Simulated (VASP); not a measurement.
The system is ScBi2.

```xyz
6
Lattice="0.0000 4.3363 4.3363 4.3363 0.0000 4.3363 4.3363 4.3363 0.0000" Properties=species:S:1:pos:R:3 pbc="T T T"
Sc    0.0000    0.0000    0.0000
Sc    2.1682    2.1682    2.1682
Bi    5.4204    5.4204    5.4204
Bi    5.4204    3.2522    3.2522
Bi    3.2522    3.2522    5.4204
Bi    3.2522    5.4204    3.2522
```

```yaml
Program: VASP 6.6.1
Task: relaxation of cell and atoms
Functional: r2SCAN
Potentials_or_basis: VASP PAW PBE potentials, release 64 (Sc_sv, Bi_d)
Cutoff: 600 eV
k_mesh: 4 × 4 × 4
Occupations: gaussian, width 0.1 eV
Spin: no spin polarisation
```

At the start: pressure 9.1 GPa; volume 27.18 Å³/atom.

Q: Where does the relaxation end?

A: Over 3 steps the energy falls by 90.4 meV/atom and the volume is 30.77 Å³/atom (+13.2 %); space group Fd-3m (No. 227, to 0.05 Å).

The path:
```tsv
step	energy change (eV)	largest force (eV/Å)	pressure (GPa)	volume (Å³)
1	0.0000	0.0000	9.07	163.08
2	-0.2931	0.0000	-4.16	202.14
3	-0.5425	0.0000	-0.03	184.62
```

Final structure:
```xyz
6
Lattice="0.0000 4.5194 4.5194 4.5194 0.0000 4.5194 4.5194 4.5194 0.0000" Properties=species:S:1:pos:R:3 pbc="T T T"
Sc    0.0000    0.0000    0.0000
Sc    2.2597    2.2597    2.2597
Bi    5.6492    5.6492    5.6492
Bi    5.6492    3.3895    3.3895
Bi    3.3895    3.3895    5.6492
Bi    3.3895    5.6492    3.3895
```

Caveat: the PAW data sets were made with another functional, which shifts forces and pressure a little.
